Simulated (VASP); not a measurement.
As: single point with PBE

The system is As.

```
CELL_PARAMETERS angstrom
1.90361 1.09905 3.60816
-1.90361 1.09905 3.60816
0.00000 -2.19810 3.60816
ATOMIC_POSITIONS crystal
As 0.77371 0.77371 0.77371
As 0.22629 0.22629 0.22629
```

```yaml
Program: VASP 6.6.1
Task: single point
Functional: PBE
Potentials_or_basis: VASP PAW PBE potentials, release 64 (As)
Cutoff: 520 eV
k_mesh: 16 × 16 × 16
Occupations: fermi-dirac, width 0.1 eV
Spin: no spin polarisation
```

```
Pressure               : 0.3 GPa
Largest force          : 0.034 eV/Å
Band gap on the k mesh : zero (bands 5 and 6 overlap by 0.53 eV)
```

Forces on the atoms (eV/Å):
```
As   0.000  0.000 -0.034
As   0.000  0.000  0.034
```

Levels at points of the mesh, in eV from the Fermi level:
```csv
k point,band 1,band 2,band 3,band 4,band 5,band 6,band 7,band 8,band 9,band 10
"(0.00, 0.00, 0.00)",-14.73,-6.19,-2.54,-1.97,-1.97,1.52,2.71,2.71,6.86,6.86
"(0.50, 0.00, 0.00)",-12.16,-10.94,-2.86,-2.80,-0.55,-0.39,0.30,1.36,8.71,8.71
"(0.50, 0.50, 0.00)",-12.15,-9.72,-5.79,-4.08,-3.95,1.51,5.03,6.54,6.68,10.34
"(0.50, 0.50, 0.50)",-13.59,-9.86,-1.72,-1.72,-0.72,0.79,0.79,1.62,7.80,10.13
```

It took 100 s on 1 thread of Intel(R) Xeon(R) Platinum 8259CL CPU @ 2.50GHz (Skylake/Cascade Lake) (shared host), peak memory 0.32 GiB.
